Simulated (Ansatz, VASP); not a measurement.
One calculation of Ga2GeO, two programs

Contents of INCAR:

```
SYSTEM = Ga2GeO
ALGO     = Normal         ! electronic algorithm
EDIFF    = 1E-6           ! SCF threshold, eV
EDIFFG   = -0.04          ! ionic threshold
ENCUT    = 600            ! plane-wave cutoff, eV
GGA      = PE             ! functional
IBRION   = 2              ! ionic algorithm
ISIF     = 3              ! what is computed and relaxed
ISMEAR   = 0              ! smearing method
LASPH    = .TRUE.         ! aspherical terms in the spheres
LCHARG   = .FALSE.        ! write CHGCAR
LREAL    = .FALSE.        ! projectors in reciprocal space
LWAVE    = .FALSE.        ! write WAVECAR
NELM     = 100            ! most SCF steps
NSW      = 90             ! ionic steps
PREC     = Accurate       ! precision mode
SIGMA    = 0.1            ! smearing width, eV
```

The input KPOINTS:

```
k-points
0
G
  6 6 4
  0 0 0
```

Contents of POSCAR:

```
Ga2GeO
1.0
    3.3473825200      0.0000000000      0.0000000000
    0.0000000000      3.3473825200      0.0000000000
    0.0000000000      0.0000000000      4.7283652000
Ga Ge O
2 1 1
Direct
    0.0000000000      0.0000000000      0.5000000000
    0.5000000000      0.5000000000      0.0000000000
    0.0000000000      0.0000000000      0.0000000000
    0.5000000000      0.5000000000      0.5000000000
```

Input for Ansatz:

```yaml
crystal:
  lattice:
    - [3.34738252, 0.0, 0.0]
    - [0.0, 3.34738252, 0.0]
    - [0.0, 0.0, 4.7283652]
  atoms:
    - { symbol: Ga, position: [0.0, 0.0, 0.5] }
    - { symbol: Ga, position: [0.5, 0.5, 0.0] }
    - { symbol: Ge, position: [0.0, 0.0, 0.0] }
    - { symbol: O, position: [0.5, 0.5, 0.5] }
basis:
  ecutwfc: 420
kpoints:
  mp_grid: { grid: [6, 6, 4] }
hamiltonian:
  xc: pbe
scf:
  occupations: { method: gaussian, width: 0.1 }
  lower_state_search: "off"
output:
  forces: true
  stress: true
  eigenvalues: true
relax:
  adjacent_minimum: "off"
  f_tol: 0.04
  max_steps: 70
  cell: { stress_tol: 0.4 }
```

Change from the starting cell: species swapped into the HfTiN2 type (P4/mmm, No. 123).

Alike in both runs: task relaxation of cell and atoms; functional PBE; k mesh 6 × 6 × 4; occupations gaussian, width 0.1 eV; no spin polarisation.

```csv
,VASP,Ansatz
version,VASP 6.6.1,Ansatz 0.2.0
potentials or method,"VASP PAW PBE potentials, release 64 (Ga_d, Ge_d, O), cutoff 600 eV","scalar-relativistic, plane waves, PAW"
valence electrons in the cell,46,46
```

```tsv
	VASP	Ansatz	Ansatz less VASP
gap on the k mesh at the Fermi level, each at its own relaxed structure (eV)	none	none	-
relaxed volume (Å³/atom)	15.76	15.71	-0.048
relaxed cell length with the largest relative difference (Å)	4.904	4.898	-0.0059
```

A gap of «none» marks a metal or a gap that the smearing closes.

Noted on VASP's run: the volume moved by over 15 % at a fixed basis, so the end points are rough.
